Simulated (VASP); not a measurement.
H, 1 atom in the cell. The structure is tetragonal, space group P4/mmm (No. 123). Conventional cell: a = 2.650 Å, b = 2.650 Å, c = 0.980 Å, α = 90.00°, β = 90.00°, γ = 90.00°. Within 1.3 Å of H (site symmetry 4/mmm) lie 2 H at 0.98 Å. 

```yaml
Program: VASP 6.6.1
Task: single point
Functional: PBE
Dispersion: D3(BJ)
Potentials_or_basis: VASP PAW PBE potentials, release 64 (H)
Cutoff: 520 eV
k_mesh: 12 × 12 × 30
Occupations: gaussian, width 0.05 eV
Spin: no spin polarisation
Dipole_correction: no
Further_INCAR_settings: ALGO = Normal; EDIFF = 1e-07; NBANDS = 6
```

Potentials or basis: VASP PAW PBE potentials, release 64 (H).

Run with:

```sh
$ cat potpaw_PBE.64/H/POTCAR > POTCAR
$ mpirun -np 1 vasp_std > vasp.out
```

Hardware: 1 thread of Intel Xeon 8259CL (shared host).

Question: How long does it take, and how much memory?

Answer: Wall time 20 s on 1 thread of Intel Xeon 8259CL, with other jobs on the host, peak memory 0.13 GiB. Counts: scf iterations 11, k points 448.
